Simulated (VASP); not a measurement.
Wanted: the native input for a VASP 6.6.1 run.

| Item | Value |
| --- | --- |
| Task | single point |
| Functional | PBE |
| Potentials or basis | VASP PAW PBE potentials, release 64 (Cu, Sb) |
| Cutoff | 520 eV |
| k mesh | 6 × 6 × 6 |
| Occupations | gaussian, width 0.05 eV |
| Spin | no spin polarisation |
| Dipole correction | no |
| Further INCAR settings | ALGO = Normal; EDIFF = 1e-06; NBANDS = 15 |

The structure of CuSb lies in POSCAR:

```
CuSb
1.0
    0.0000000000      2.7115399837      2.7115399837
    2.7115399837      0.0000000000      2.7115399837
    2.7115399837      2.7115399837      0.0000000000
Cu Sb
1 1
Direct
    0.5000000000      0.5000000000      0.5000000000
    0.0000000000      0.0000000000      0.0000000000
```

These files were run (other wordings do the same):

INCAR

```
SYSTEM = CuSb
ALGO = Normal
EDIFF = 1E-6
ENCUT = 520
GGA = PE
ISIF = 2
ISMEAR = 0
LASPH = .True.
LCHARG = .False.
LREAL = .False.
LWAVE = .False.
NBANDS = 15
NELM = 80
PREC = Accurate
SIGMA = 0.05
```

KPOINTS

```
k-points
0
Gamma
  6 6 6
  0 0 0
```

Potentials or basis: VASP PAW PBE potentials, release 64 (Cu, Sb).

Command:

```console
$ cat potpaw_PBE.64/Cu/POTCAR potpaw_PBE.64/Sb/POTCAR > POTCAR
$ mpirun -np 1 vasp_std > vasp.out
```

Results of the run:

```json
{
  "Pressure": "0.2 GPa",
  "Band gap on the k mesh": "zero (band 8 reaches 10.23 eV, above the bottom of band 9 at 5.63 eV)"
}
```

Caveat: spin-orbit coupling is left out, which moves the levels of the heavy elements.

Run time: 12 s on 1 thread of Intel(R) Xeon(R) Platinum 8488C (Sapphire Rapids), with other jobs on the host, peak memory 0.16 GiB.
